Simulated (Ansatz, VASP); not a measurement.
**One calculation of Au, two programs**

```xyz
2
Lattice="1.4113 -2.5559 0.0000 1.4113 2.5559 0.0000 0.0000 0.0000 4.8932" Properties=species:S:1:pos:R:3 pbc="T T T"
Au    1.4113   -0.8451    1.2233
Au    1.4113    0.8451    3.6699
```

Alike in both runs: task single point; functional r2SCAN; k mesh 6 × 6 × 4; occupations gaussian, width 0.1 eV; no spin polarisation.

|  | VASP | Ansatz |
| --- | --- | --- |
| version | VASP 6.6.1 | Ansatz 0.2.0 |
| potentials or method | VASP PAW PBE potentials, release 64 (Au), cutoff 520 eV | scalar-relativistic, plane waves, PAW |
| valence electrons in the cell | 22 | 38 |

VASP gave:

- gap on the k mesh at the Fermi level (eV): none
- pressure (GPa): 0.4
- traceless stress, the component that is largest in VASP (GPa): -4.89

Question: Which values does Ansatz return?

Answer: gap on the k mesh at the Fermi level (eV): none; pressure (GPa): 0.2; traceless stress, the component that is largest in VASP (GPa): -4.86.

VASP's potentials were made for PBE, not for r2SCAN. A gap of «none» marks a metal or a gap that the smearing closes. The functional is the same, so the differences come from potentials, cutoffs and numerics. VASP's potentials hold 22 valence electrons a cell and Ansatz's 38, so a difference there can come from the potentials and not from the codes.

The k mesh is coarse, so the values compare programs but aren't converged. Spin-orbit coupling is off throughout.
